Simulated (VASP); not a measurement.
Crystal: HfNbF3.

```
Hf Nb F
1.0
     4.49520    0.00000    0.00000
    -2.24760    3.89296    0.00000
     0.00000    0.00000    4.58505
Hf Nb F
1 1 3
Direct
  0.00000 0.00000 0.50000
  0.00000 0.00000 0.00000
  0.50000 0.00000 0.50000
  0.00000 0.50000 0.50000
  0.50000 0.50000 0.50000
```

The cell was generated, and may not be a known phase.

| Property | Result |
| --- | --- |
| Program | VASP 6.6.1 |
| Task | relaxation of cell and atoms |
| Functional | PBE |
| Potentials or basis | VASP PAW PBE potentials, release 64 (Hf_pv, Nb_sv, F) |
| Cutoff | 600 eV |
| k mesh | 6 × 6 × 4 |
| Occupations | gaussian, width 0.1 eV |
| Spin | collinear spin |
| Starting moments | [0.09, 2.96, 0.03, 0.03, 0.03] μB |

At the start: pressure 14.0 GPa; volume 16.05 Å³/atom.

Q: How do energy, volume and symmetry change on relaxing?

A: Over 8 steps the energy falls by 411.7 meV/atom and the volume is 19.36 Å³/atom (+20.7 %); space group P6/mmm (No. 191, to 0.1 Å) before and after; moment 4.49 μB per cell.

Step by step:
| step | energy change (eV) | largest force (eV/Å) | pressure (GPa) | volume (Å³) |
| --- | --- | --- | --- | --- |
| 1 | 0.0000 | 0.0000 | 14.04 | 80.24 |
| 2 | -1.5261 | 0.0000 | -1.44 | 97.00 |
| 3 | -1.7010 | 0.0000 | -7.25 | 106.57 |
| 4 | -1.7243 | 0.0000 | -5.87 | 104.22 |
| 5 | -1.9767 | 0.0000 | 1.11 | 96.90 |
| 6 | -2.0419 | 0.0000 | -1.76 | 99.11 |
| 7 | -2.0572 | 0.0000 | 0.59 | 96.21 |
| 8 | -2.0583 | 0.0000 | 0.09 | 96.81 |

Final structure:
```
Hf Nb F
1.0
     4.36921    0.00000    0.00000
    -2.18460    3.78384    0.00000
     0.00000    0.00000    5.85595
Hf Nb F
1 1 3
Cartesian
  0.0000 0.0000 2.9280
  0.0000 0.0000 0.0000
  2.1846 0.0000 2.9280
  -1.0923 1.8919 2.9280
  1.0923 1.8919 2.9280
```

Caveat: the volume moved by over 15 % at a fixed basis, so the end points are rough.
